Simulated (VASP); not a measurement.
Set up this calculation in VASP 6.6.1, as the native input.

```yaml
Task: single point
Functional: HSE06
Potentials_or_basis: VASP PAW PBE potentials, release 64 (Si, C)
Cutoff: 520 eV
k_mesh: 6 × 6 × 2
Occupations: gaussian, width 0.01 eV
Spin: no spin polarisation
Dipole_correction: no
Grid_for_exact_exchange_PRECFOCK: Fast
Further_INCAR_settings: ALGO = Normal; EDIFF = 1e-07; NBANDS = 26
Share_of_exact_exchange: 0.25
Screening_parameter: 0.2079 1/Å
```

The system is SiC.

```
Si C
1.0
     3.04678    0.00000    0.00000
    -1.52339    2.63859    0.00000
     0.00000    0.00000   10.09550
Si C
4 4
Direct
  0.00000 0.00000 0.00016
  0.33333 0.66667 0.25019
  0.00000 0.00000 0.50016
  0.66667 0.33333 0.75019
  0.00000 0.00000 0.18702
  0.33333 0.66667 0.43763
  0.00000 0.00000 0.68702
  0.66667 0.33333 0.93763
```

This cell differs from its parent crystal: epitaxial xy strain -1.0%.

These files were run (other wordings do the same):

POSCAR

```
SiC
1.0
    3.0467794827      0.0000000000      0.0000000000
   -1.5233897414      2.6385884317      0.0000000000
    0.0000000000      0.0000000000     10.0954968298
Si C
4 4
Direct
    0.0000000000      0.0000000000      0.0001642229
    0.3333333333      0.6666666667      0.2501942298
    0.0000000000      0.0000000000      0.5001642229
    0.6666666667      0.3333333333      0.7501942298
    0.0000000000      0.0000000000      0.1870151405
    0.3333333333      0.6666666667      0.4376264069
    0.0000000000      0.0000000000      0.6870151405
    0.6666666667      0.3333333333      0.9376264069
```

INCAR.step1

```
SYSTEM = SiC
ALGO     = Normal         ! electronic algorithm
EDIFF    = 1E-5           ! SCF threshold, eV
ENCUT    = 520            ! plane-wave cutoff, eV
GGA      = PE             ! functional
ISIF     = 2              ! what is computed and relaxed
ISMEAR   = 0              ! smearing method
LASPH    = .True.         ! aspherical terms in the spheres
LREAL    = .False.        ! projectors in reciprocal space
LWAVE    = .True.         ! write WAVECAR
NBANDS   = 26             ! bands
NELM     = 60             ! most SCF steps
PREC     = Accurate       ! precision mode
SIGMA    = 0.01           ! smearing width, eV
```

INCAR.step2

```
SYSTEM = SiC
ALGO     = Normal         ! electronic algorithm
EDIFF    = 1E-7           ! SCF threshold, eV
ENCUT    = 520            ! plane-wave cutoff, eV
GGA      = PE             ! functional
HFSCREEN = 0.2079         ! screening, 1/A
ISIF     = 2              ! what is computed and relaxed
ISMEAR   = 0              ! smearing method
ISTART   = 1            
LASPH    = .True.         ! aspherical terms in the spheres
LCHARG   = .True.         ! write CHGCAR
LELF     = .True.         ! ELF
LHFCALC  = .True.         ! exact exchange
LREAL    = .False.        ! projectors in reciprocal space
LVHAR    = .True.       
LWAVE    = .False.        ! write WAVECAR
NBANDS   = 26             ! bands
NELM     = 60             ! most SCF steps
PREC     = Accurate       ! precision mode
PRECFOCK = Fast         
SIGMA    = 0.01           ! smearing width, eV
```

KPOINTS

```
k-points
0
Gamma
  6 6 2
  0 0 0
```

Potentials or basis: VASP PAW PBE potentials, release 64 (Si, C).

Command:

```console
$ cat potpaw_PBE.64/Si/POTCAR potpaw_PBE.64/C/POTCAR > POTCAR
$ cp INCAR.step1 INCAR
$ mpirun -np 1 vasp_std > vasp.out
$ cp INCAR.step2 INCAR
$ mpirun -np 1 vasp_std > vasp.out
```

Results of the run:

```yaml
Pressure: 2.8 GPa
Largest_force: 0.010 eV/Å
Band_gap_on_the_k_mesh: 3.07 eV (least direct gap 4.36 eV)
```

Caveat: the cell differs from its parent crystal (epitaxial xy strain -1.0%); the PAW data sets were made with another functional, which shifts forces and pressure a little.

Wall time 38 min on 1 thread of Intel(R) Xeon(R) Platinum 8259CL CPU @ 2.50GHz (Skylake/Cascade Lake) (shared host), peak memory 0.32 GiB.
